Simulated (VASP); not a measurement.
HfH3:

```
CELL_PARAMETERS angstrom
-1.52651 1.52651 3.03403
1.52651 -1.52651 3.03403
1.52651 1.52651 -3.03403
ATOMIC_POSITIONS crystal
Hf 0.00000 0.00000 0.00000
H 0.75000 0.25000 0.50000
H 0.25000 0.75000 0.50000
H 0.50000 0.50000 0.00000
```

```yaml
Program: VASP 6.6.1
Task: relaxation of cell and atoms
Functional: BLYP
Dispersion: D3(BJ)
Potentials_or_basis: VASP PAW PBE potentials, release 64 (Hf_pv, H)
Cutoff: 600 eV
k_mesh: 12 × 12 × 12
Occupations: methfessel-paxton, width 0.1 eV
Spin: no spin polarisation
```

At the start: pressure -5.2 GPa; volume 7.07 Å³/atom.

How do energy, volume and symmetry change on relaxing?

Over 4 steps the energy falls by 5.2 meV/atom and the volume is 6.79 Å³/atom (-4.0 %); space group I4/mmm (No. 139, to 0.1 Å) before and after.

The path:
```csv
step,energy change (eV),largest force (eV/Å),pressure (GPa),volume (Å³)
1,0.0000,0.0000,-5.23,28.28
2,-0.0189,0.0000,-0.67,27.35
3,-0.0194,0.0000,0.24,27.18
4,-0.0210,0.0000,0.11,27.16
```

Final structure:
```cif
data_structure
_symmetry_space_group_name_H-M 'P 1'
_symmetry_Int_Tables_number 1
_cell_length_a 3.6595
_cell_length_b 3.6595
_cell_length_c 3.6595
_cell_angle_alpha 131.189
_cell_angle_beta 131.189
_cell_angle_gamma 71.513
_cell_volume 27.16
loop_
_atom_site_label
_atom_site_type_symbol
_atom_site_fract_x
_atom_site_fract_y
_atom_site_fract_z
_atom_site_occupancy
Hf1 Hf 0.00000 0.00000 0.00000 1
H1 H 0.75000 0.25000 0.50000 1
H2 H 0.25000 0.75000 0.50000 1
H3 H 0.50000 0.50000 0.00000 1
```

Caveat: the PAW data sets were made with another functional, which shifts forces and pressure a little; an odd number of electrons without spin polarisation forces a metal; a magnetic or distorted state may lie lower.
